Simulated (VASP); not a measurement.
CaB6:

```
Ca B
1.0
     4.14773    0.00000    0.00000
     0.00000    4.14773    0.00000
     0.00000    0.00000    4.14773
Ca B
1 6
Direct
  0.50000 0.50000 0.50000
  0.00000 0.00000 0.29821
  0.00000 0.00000 0.70179
  0.29821 0.00000 0.00000
  0.70179 0.00000 0.00000
  0.00000 0.29821 0.00000
  0.00000 0.70179 0.00000
```

```yaml
Program: VASP 6.6.1
Task: relaxation of cell and atoms
Functional: LDA
Potentials_or_basis: VASP PAW LDA potentials, release 64 (Ca_sv, B)
Cutoff: 600 eV
k_mesh: 8 × 8 × 8
Occupations: gaussian, width 0.01 eV
Spin: no spin polarisation
```

At the start: pressure -6.3 GPa; volume 10.19 Å³/atom.

Q: How do energy, volume and symmetry change on relaxing?

A: Over 6 steps the energy falls by 8.4 meV/atom and the volume is 9.78 Å³/atom (-4.0 %); space group Pm-3m (No. 221, to 0.1 Å) before and after.

The path:
| step | energy change (eV) | largest force (eV/Å) | pressure (GPa) | volume (Å³) |
| --- | --- | --- | --- | --- |
| 1 | 0.0000 | 0.1722 | -6.35 | 71.36 |
| 2 | -0.0261 | 0.7262 | 3.77 | 67.27 |
| 3 | -0.0524 | 0.3303 | -0.66 | 68.92 |
| 4 | -0.0469 | 0.4574 | 0.97 | 67.85 |
| 5 | -0.0586 | 0.0194 | 0.01 | 68.46 |
| 6 | -0.0586 | 0.0027 | -0.02 | 68.48 |

Final structure:
```
Ca B
1.0
     4.09127    0.00000    0.00000
     0.00000    4.09127    0.00000
     0.00000    0.00000    4.09127
Ca B
1 6
Direct
  0.50000 0.50000 0.50000
  0.00000 0.00000 0.29833
  0.00000 0.00000 0.70167
  0.29833 0.00000 0.00000
  0.70167 0.00000 0.00000
  0.00000 0.29833 0.00000
  0.00000 0.70167 0.00000
```
